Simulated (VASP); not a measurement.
A run of VASP 6.6.1 is set up as follows.

File POSCAR:

```
BeTe
1.0
    0.0000000000      2.8286236224      2.8286236224
    2.7533822340      0.0000000000      2.8286236224
    2.7533822340      2.8286236224      0.0000000000
Be Te
1 1
Direct
    0.0000000000      0.0000000000      0.0000000000
    0.2500000000      0.2500000000      0.2500000000
```

Contents of INCAR.step1:

```
SYSTEM = BeTe
ALGO = Normal
EDIFF = 1E-4
ENCUT = 520
GGA = PE
ISMEAR = 0
LASPH = .TRUE.
LCHARG = .FALSE.
LREAL = .FALSE.
LWAVE = .TRUE.
NBANDS = 11
NELM = 60
PREC = Accurate
SIGMA = 0.01
```

File INCAR.step2:

```
SYSTEM = BeTe
ALGO = Normal
EDIFF = 1E-7
ENCUT = 520
ISIF = 2
ISMEAR = 0
ISTART = 1
LASPH = .TRUE.
LCHARG = .FALSE.
LMIXTAU = .TRUE.
LREAL = .FALSE.
LWAVE = .FALSE.
METAGGA = R2SCAN
NBANDS = 11
NELM = 60
PREC = Accurate
SIGMA = 0.01
```

KPOINTS

```
k-points
0
G
  8 8 8
  0 0 0
```

Potentials or basis: VASP PAW PBE potentials, release 64 (Be, Te).

Run with:

```bash
$ cat potpaw_PBE.64/Be/POTCAR potpaw_PBE.64/Te/POTCAR > POTCAR
$ cp INCAR.step1 INCAR
$ mpirun -np 1 vasp_std > vasp.out
$ cp INCAR.step2 INCAR
$ mpirun -np 1 vasp_std > vasp.out
```

Task: What does it give for the band gap on the k mesh?

Result: 2.08 eV, indirect (least direct gap 3.87 eV).

Task: Estimate the pressure.

Result: 1.9 GPa.

Stress tensor (GPa, compression positive):
```
2.97 0.00 0.00
0.00 1.34 0.00
0.00 0.00 1.34
```

Caveat: the cell differs from its parent crystal (uniaxial x strain -2.7%); the PAW data sets were made with another functional, which shifts forces and pressure a little; spin-orbit coupling is left out, which moves the levels of the heavy elements. A k mesh can miss the band edges.
